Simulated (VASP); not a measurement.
A run of VASP 6.6.1 is set up as follows.

Contents of INCAR:

```
SYSTEM = BaTiO3
  PREC = Accurate
  ENCUT = 520
  EDIFF = 1E-6
  ISMEAR = -1
  SIGMA = 0.02
  LREAL = .False.
  LASPH = .True.
  NELM = 60
  ALGO = Normal
  ISIF = 2
  LWAVE = .False.
  LCHARG = .False.
  GGA = PE
  NBANDS = 28
```

File KPOINTS:

```
regular mesh
0
Gamma
  6 6 6
  0 0 0
```

File POSCAR:

```
BaTiO3
1.0
    4.1309223057      0.0000000000      0.0000000000
    0.0000000000      4.1309223057      0.0000000000
    0.0000000000      0.0000000000      3.9368454512
Ba Ti O
1 1 3
Direct
    0.5000000000      0.5000000000      0.5779064434
    0.0000000000      0.0000000000      0.0900310560
    0.0000000000      0.5000000000      0.0669809355
    0.5000000000      0.0000000000      0.0669809355
    0.0000000000      0.0000000000      0.5580976195
```

Potentials or basis: VASP PAW PBE potentials, release 64 (Ba_sv, Ti_sv, O).

The run is started by

```bash
$ cat potpaw_PBE.64/Ba_sv/POTCAR potpaw_PBE.64/Ti_sv/POTCAR potpaw_PBE.64/O/POTCAR > POTCAR
$ mpirun -np 1 vasp_std > vasp.out
```

(1) Estimate the largest force.

(2) What does it give for the band gap on the k mesh?

(3) Predict the pressure.

Answers

(1) 0.148 eV/Å.

(2) 1.67 eV, indirect (least direct gap 1.93 eV).

(3) -2.1 GPa.

Caveat: the cell differs from its parent crystal (epitaxial xy strain +4.0%); spin-orbit coupling is left out, which moves the levels of the heavy elements.
